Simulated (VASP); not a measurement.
# C (I4_1/amd) in VASP: further runs

C is run at these levels: PBE; tasks: single point, relaxation of cell and atoms.

All numbers are computed with VASP 6.6.1; they aren't measurements. Logs are shortened: lines on timing, memory, paths and dates and some standing lists are left out, and cuts for length are marked.

## (1) The cell of the first run

Symmetry: I4_1/amd, No. 141, tetragonal system. The conventional cell has a = 3.317 Å, b = 3.317 Å, c = 6.136 Å, α = 90.00°, β = 90.00°, γ = 90.00°. Within 1.9 Å of C (site symmetry 2) lie 6 C at 1.43 to 1.89 Å.

## (2) Single point, PBE

INCAR reads:

```
  PREC = Accurate
  ENCUT = 520
  EDIFF = 1E-6
  ISMEAR = 0
  SIGMA = 0.1
  LREAL = F
  LASPH = T
  NELM = 60
  ALGO = Normal
  ISIF = 2
  LWAVE = F
  LCHARG = F
  GGA = PE
  NBANDS = 26
```

KPOINTS reads:

```
Automatic mesh
0
Gamma
  8 8 8
```

POSCAR reads:

```
C
1.0
   -1.6583537900      1.6583537900      3.0681311100
    1.6583537900     -1.6583537900      3.0681311100
    1.6583537900      1.6583537900     -3.0681311100
C
8
Direct
    0.8750000000      0.9100961200      0.5350961200
    0.3750000000      0.3399038800      0.4649038800
    0.6600961200      0.6250000000      0.5350961200
    0.0899038800      0.1250000000      0.4649038800
    0.8750000000      0.3399038800      0.9649038800
    0.3750000000      0.9100961200      0.0350961200
    0.0899038800      0.6250000000      0.9649038800
    0.6600961200      0.1250000000      0.0350961200
```

Potentials or basis: VASP PAW PBE potentials, release 64 (C).

On the command line:

```console
$ cat potpaw_PBE.64/C/POTCAR > POTCAR
$ mpirun -np 1 vasp_std > vasp.out
```

OUTCAR:

```text
PREC = Accurate
   ENCUT = 520
   EDIFF = 1E-6
   ISMEAR = 0
   LREAL = F
   LASPH = T
   NELM = 60
   ISIF = 2
   GGA = PE

 ion  position               nearest neighbor table
   1  0.875  0.910  0.535-   5 1.43   4 1.54   3 1.54   6 1.66   6 1.66   5 1.89
   2  0.375  0.340  0.465-   6 1.43   4 1.54   3 1.54   5 1.66   5 1.66   6 1.89
   3  0.660  0.625  0.535-   7 1.43   2 1.54   1 1.54   8 1.66   8 1.66   7 1.89
   4  0.090  0.125  0.465-   8 1.43   2 1.54   1 1.54   7 1.66   7 1.66   8 1.89
   5  0.875  0.340  0.965-   1 1.43   7 1.54   8 1.54   2 1.66   2 1.66   1 1.89
   6  0.375  0.910  0.035-   2 1.43   7 1.54   8 1.54   1 1.66   1 1.66   2 1.89
   7  0.090  0.625  0.965-   3 1.43   5 1.54   6 1.54   4 1.66   4 1.66   3 1.89
   8  0.660  0.125  0.035-   4 1.43   5 1.54   6 1.54   3 1.66   3 1.66   4 1.89

  LATTYP: Found a body centered tetragonal cell.
 ALAT       =     3.3167075800
 C/A-ratio  =     1.8501064902

  Lattice vectors:

 A1 = (  -1.6583537900,   1.6583537900,   3.0681311100)
 A2 = (   1.6583537900,  -1.6583537900,   3.0681311100)
 A3 = (   1.6583537900,   1.6583537900,  -3.0681311100)

Analysis of symmetry for initial positions (statically):
=====================================================================
 Subroutine PRICEL returns:
 Original cell was already a primitive cell.

 Routine SETGRP: Setting up the symmetry group for a
 body centered tetragonal supercell.

 Subroutine GETGRP returns: Found 16 space group operations
 (whereof  8 operations were pure point group operations)
 out of a pool of 16 trial point group operations.

The static configuration has the point symmetry D_2d.
 The point group associated with its full space group is D_4h.

Analysis of symmetry for dynamics (positions and initial velocities):
=====================================================================
 Subroutine PRICEL returns:
 Original cell was already a primitive cell.

 Routine SETGRP: Setting up the symmetry group for a
 body centered tetragonal supercell.

 Subroutine GETGRP returns: Found 16 space group operations
 (whereof  8 operations were pure point group operations)
 out of a pool of 16 trial point group operations.

The dynamic configuration has the point symmetry D_2d.
 The point group associated with its full space group is D_4h.

 Subroutine INISYM returns: Found 16 space group operations
 (whereof  8 operations are pure point group operations),
 and found     1 'primitive' translations

----------------------------------------------------------------------------------------

                                     Primitive cell

  volume of cell :      33.7511

  direct lattice vectors                    reciprocal lattice vectors
    -1.658353790  1.658353790  3.068131110     0.000000000  0.301503818  0.162965656
     1.658353790 -1.658353790  3.068131110     0.301503818  0.000000000  0.162965656
     1.658353790  1.658353790 -3.068131110     0.301503818  0.301503818  0.000000000

  length of vectors
     3.861826394  3.861826394  3.861826394     0.342727819  0.342727819  0.426390789

  position of ions in fractional coordinates (direct lattice)
     0.875000000  0.910096120  0.535096120
     0.375000000  0.339903880  0.464903880
     0.660096120  0.625000000  0.535096120
     0.089903880  0.125000000  0.464903880
     0.875000000  0.339903880  0.964903880
     0.375000000  0.910096120  0.035096120
     0.089903880  0.625000000  0.964903880
     0.660096120  0.125000000  0.035096120

  ion indices of the primitive-cell ions
   primitive index   ion index
                 1           1
                 2           2
                 3           3
                 4           4
                 5           5
                 6           6
                 7           7
                 8           8

----------------------------------------------------------------------------------------

 KPOINTS: Automatic mesh

Automatic generation of k-mesh.
 Grid dimensions read from file:
 generate k-points for:    8    8    8

 Generating k-lattice:

  Cartesian coordinates                     Fractional coordinates (reciprocal lattice)
     0.000000000  0.037687977  0.020370707     0.125000000 -0.000000000  0.000000000
     0.037687977  0.000000000  0.020370707    -0.000000000  0.125000000  0.000000000
     0.037687977  0.037687977  0.000000000     0.000000000  0.000000000  0.125000000

  Length of vectors
     0.042840977  0.042840977  0.053298849

  Shift w.r.t. Gamma in fractional coordinates (k-lattice)
     0.000000000  0.000000000  0.000000000

 Subroutine IBZKPT returns following result:
 ===========================================

 Found     59 irreducible k-points:

 Following reciprocal coordinates:
            Coordinates               Weight
  0.000000  0.000000  0.000000      1.000000
  0.125000  0.000000 -0.000000      8.000000
  0.250000  0.000000 -0.000000      8.000000
  0.375000  0.000000 -0.000000      8.000000
  0.500000  0.000000 -0.000000      4.000000
  0.125000  0.125000 -0.000000      8.000000
[... 16 lines left out ...]
  0.250000  0.125000  0.125000     16.000000
  0.375000  0.125000  0.125000      8.000000
 [... further k-points ...]
   k-points           NKPTS =     59   k-points in BZ     NKDIM =     59   number of bands    NBANDS=     26
   number of dos      NEDOS =    301   number of ions     NIONS =      8
   total plane-waves  NPLWV =  27000
   dimension x,y,z NGX =    30 NGY =   30 NGZ =   30
   dimension x,y,z NGXF=    60 NGYF=   60 NGZF=   60
   ions per type =               8
   NGX,Y,Z   is equivalent  to a cutoff of  12.91, 12.91, 12.91 a.u.
   NGXF,Y,Z  is equivalent  to a cutoff of  25.83, 25.83, 25.83 a.u.
 SYSTEM =  unknown system
   PREC   = accura    normal or accurate (medium, high low for compatibility)
   ISTART =      0    job   : 0-new  1-cont  2-samecut
   ICHARG =      2    charge: 1-file 2-atom 10-const
   ISPIN  =      1    spin polarized calculation?
   LNONCOLLINEAR =      F non collinear calculations
   LSORBIT =      F    spin-orbit coupling
   LASPH  =      T    aspherical Exc in radial PAW
   ENCUT  =  520.0 eV  38.22 Ry    6.18 a.u.   7.18  7.18  7.18*2*pi/ulx,y,z
   NELM   =     60;   NELMIN=  2; NELMDL= -5     # of ELM steps
   EDIFF  = 0.1E-05   stopping-criterion for ELM
   LREAL  =      F    real-space projection
   EDIFFG = 0.1E-04   stopping-criterion for IOM
   NSW    =      0    number of steps for IOM
   IBRION =     -1    ionic relax: 0-MD 1-quasi-New 2-CG
   NFREE  =      0    steps in history (QN), initial steepest desc. (CG)
   ISIF   =      2    stress and relaxation
   ISYM   =      2    0-nonsym 1-usesym 2-fastsym
   POTIM  = 0.5000    time-step for ionic-motion
   TEBEG  =    0.0;   TEEND  =   0.0 temperature during run
   PSTRESS=    0.0 pullay stress
   NELECT =      32.0000    total number of electrons
   NUPDOWN=      -1.0000    fix difference up-down
   EMIN   =  10.00;   EMAX   =-10.00  energy-range for DOS
   EFERMI =   0.00;   METHOD = LEGACY
   ISMEAR =     0;   SIGMA  =   0.10  broadening in eV -4-tet -1-fermi 0-gaus
   EFERMI_NEDOS =   21; number of points for ismear=-14 and -15
   IALGO  =     38    algorithm
   IMIX   =      4    mixing-type and parameters
     AMIX     =   0.40;   BMIX     =  1.00
     AMIX_MAG =   1.60;   BMIX_MAG =  1.00
  volume/ion in A,a.u.               =       4.22        28.47
  Fermi-wavevector in a.u.,A,eV,Ry     =   1.608281  3.039211 35.192412  2.586569
  Thomas-Fermi vector in A             =   2.704176
   LORBIT       =      0    0 simple, 1 ext, 2 COOP (PROOUT), +10 PAW based schemes
   GGA     = PE    functional components
   LHFCALC =     F    Hartree Fock is set to
   AEXX    =    0.0000 exact exchange contribution
   IVDW    =     0    specifies the selected vdW correction
   LEPSILON=     F    determine dielectric tensor
   LRPA    =     F    only Hartree local field effects (RPA)
 non-spin polarized calculation
 Gauss-broadening in eV      SIGMA  =   0.10
  energy-cutoff  :      520.00
  volume of cell :       33.75
 maximum number of plane-waves:       932
 NGX is ok and might be reduce to    30
   NGX = 15   NGY = 15   NGZ = 15

 number of electron      31.9999996 magnetization

 Free energy of the ion-electron system (eV)
  ---------------------------------------------------
  ext. energy  EPLUGINS =         0.00000000
  ---------------------------------------------------
  free energy    TOTEN  =       -47.21174623 eV

  energy without entropy =      -47.20212310  energy(sigma->0) =      -47.20693467

 E-fermi :  15.4851     XC(G=0): -15.1759

 val. band max:       15.4740967515   @ k =   0.2500   0.2500  -0.0000
 cond. band min:      15.4949531632   @ k =  -0.3750  -0.3750   0.1250
 fundamental gap:      0.0208564116
 Fermi energy:        15.4850767110

 k-point     1 :       0.0000    0.0000    0.0000
  band No.  band energies     occupation
      1     -11.4662      2.00000
      2      -0.8430      2.00000
      3       0.4466      2.00000
      4       2.0999      2.00000
      5       2.0999      2.00000
      6       2.5120      2.00000
[... 18 lines left out ...]
     25      28.2318      0.00000
     26      28.9352      0.00000

 k-point     2 :       0.1250    0.0000   -0.0000
  band No.  band energies     occupation
      1     -11.2547      2.00000
      2      -1.7248      2.00000
      3      -0.1101      2.00000
      4       0.3502      2.00000
      5       1.8636      2.00000
      6       1.9676      2.00000
[... 18 lines left out ...]
     25      28.3842      0.00000
[... 608 lines left out ...]
     25      27.6648      0.00000
     26      28.7387      0.00000

 k-point    24 :       0.3750    0.1250    0.1250
  band No.  band energies     occupation
      1      -8.1075      2.00000
      2      -6.5523      2.00000
      3      -2.6528      2.00000
      4      -1.9269      2.00000
      5      -0.6006      2.00000
      6       0.2317      2.00000
[... 18 lines left out ...]
     25      27.5182      0.00000
     26      28.6040      0.00000

 [... further k-points ...]

------------------------ aborting loop because EDIFF is reached ----------------------------------------

  FORCE on cell =-STRESS in cart. coord.  units (eV):
  Direction    XX          YY          ZZ          XY          YZ          ZX
  --------------------------------------------------------------------------------------
  -------------------------------------------------------------------------------------
  Total       40.7649649     40.7649649     40.7135402      0.0000000      0.0000000      0.0000000
  in kB     1935.1265625   1935.1265625   1932.6854163      0.0000000      0.0000000      0.0000000
  external PRESSURE =    1934.3128471 kB  Pullay stress =       0.0000000 kB

 VOLUME and BASIS-vectors are now :
 -----------------------------------------------------------------------------
  energy-cutoff  :      520.00
  volume of cell :       33.75
      direct lattice vectors                 reciprocal lattice vectors
    -1.658353790  1.658353790  3.068131110     0.000000000  0.301503818  0.162965656
     1.658353790 -1.658353790  3.068131110     0.301503818  0.000000000  0.162965656
     1.658353790  1.658353790 -3.068131110     0.301503818  0.301503818  0.000000000

 POSITION                                       TOTAL-FORCE (eV/Angst)
 -----------------------------------------------------------------------------------
      0.94558      0.82918      3.83516        -0.705080     -0.000000     -0.000000
      0.71277      0.82918      0.76703         0.705080     -0.000000      0.000000
      0.82918      0.94558      2.30110        -0.000000     -0.705080     -0.000000
      0.82918      0.71277     -0.76703        -0.000000      0.705080      0.000000
      0.71277      2.48753      0.76703         0.705080     -0.000000      0.000000
      0.94558     -0.82918      3.83516        -0.705080     -0.000000     -0.000000
      2.48753      0.71277     -0.76703        -0.000000      0.705080      0.000000
     -0.82918      0.94558      2.30110        -0.000000     -0.705080     -0.000000
 -----------------------------------------------------------------------------------
    total drift:                               -0.000000     -0.000000     -0.000000

  FREE ENERGIE OF THE ION-ELECTRON SYSTEM (eV)
  ---------------------------------------------------
  free  energy   TOTEN  =       -47.2117462325 eV

  energy  without entropy=      -47.2021231029  energy(sigma->0) =      -47.20693467
```

Wall time 50 s (1 thread of Intel Xeon 6975P-C, shared host); peak memory 0.18 GiB.

Results:

```yaml
Free_energy: -47.2117 eV
Pressure: 193.4 GPa
Largest_force: 0.705 eV/Å
Band_gap_on_the_k_mesh: zero (band 16 reaches 16.11 eV, above the bottom of band 17 at 12.94 eV)
```

Forces in eV/Å, atoms in the order of the input:
```
C   -0.705  0.000  0.000
C    0.705  0.000  0.000
C    0.000 -0.705  0.000
C    0.000  0.705  0.000
C    0.705  0.000  0.000
C   -0.705  0.000  0.000
C    0.000  0.705  0.000
C    0.000 -0.705  0.000
```

Stress tensor (GPa, compression positive):
```
193.51   0.00   0.00
  0.00 193.51   0.00
  0.00   0.00 193.27
```

Levels at points of the mesh, in eV from the Fermi level:
```
           k point  band 12  band 13  band 14  band 15  band 16  band 17  band 18  band 19  band 20  band 21
(0.00, 0.00, 0.00)    -8.11    -8.11    -3.24    -2.40    -0.53    -0.53     6.84     8.00     8.00     9.77
(0.50, 0.00, 0.00)    -7.10    -4.70    -4.28    -3.37    -0.31     0.43     3.18     4.20     4.84     7.68
(0.50, 0.50, 0.00)    -3.66    -0.87    -0.87     0.56     0.56     1.40     1.40     2.38     2.38     4.33
(0.50, 0.50, 0.50)    -6.12    -4.88    -4.88    -2.85    -2.85     0.78     0.78     0.80     0.80     8.44
```

[end of part 1 of 3]
